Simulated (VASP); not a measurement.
Ti, 3 atoms in the cell. The structure is orthorhombic, space group Amm2 (No. 38). Conventional cell: a = 2.879 Å, b = 4.656 Å, c = 8.064 Å, α = 90.00°, β = 90.00°, γ = 90.00°. Within 3.8 Å of Ti (site symmetry mm2) lie 14 Ti at 2.85 to 3.25 Å. Within 3.5 Å of Ti (site symmetry mm2) lie 11 Ti at 2.69 to 3.25 Å. Ti (site symmetry mm2) has 11 Ti at 2.69 to 3.16 Å within 3.5 Å. 

- Program: VASP 6.6.1
- Task: single point
- Functional: PBE
- Potentials or basis: VASP PAW PBE potentials, release 64 (Ti_sv)
- Cutoff: 500 eV
- k mesh: 12 × 12 × 14
- Occupations: gaussian, width 0.15 eV
- Spin: no spin polarisation
- Dipole correction: no
- Further INCAR settings: ALGO = Normal; EDIFF = 1e-06; NBANDS = 25

Potentials or basis: VASP PAW PBE potentials, release 64 (Ti_sv).

Command:

```console
$ cat potpaw_PBE.64/Ti_sv/POTCAR > POTCAR
$ mpirun -np 1 vasp_std > vasp.out
```

Hardware: 1 thread of Intel(R) Xeon(R) Platinum 8259CL CPU @ 2.50GHz (Skylake/Cascade Lake) (shared host).

**Question.** Estimate the wall time of this run.

**Answer.** It took 9.7 min on 1 thread of Intel(R) Xeon(R) Platinum 8259CL CPU @ 2.50GHz (Skylake/Cascade Lake), on a shared host, peak memory 0.43 GiB. Counts: scf iterations 16, k points 344.
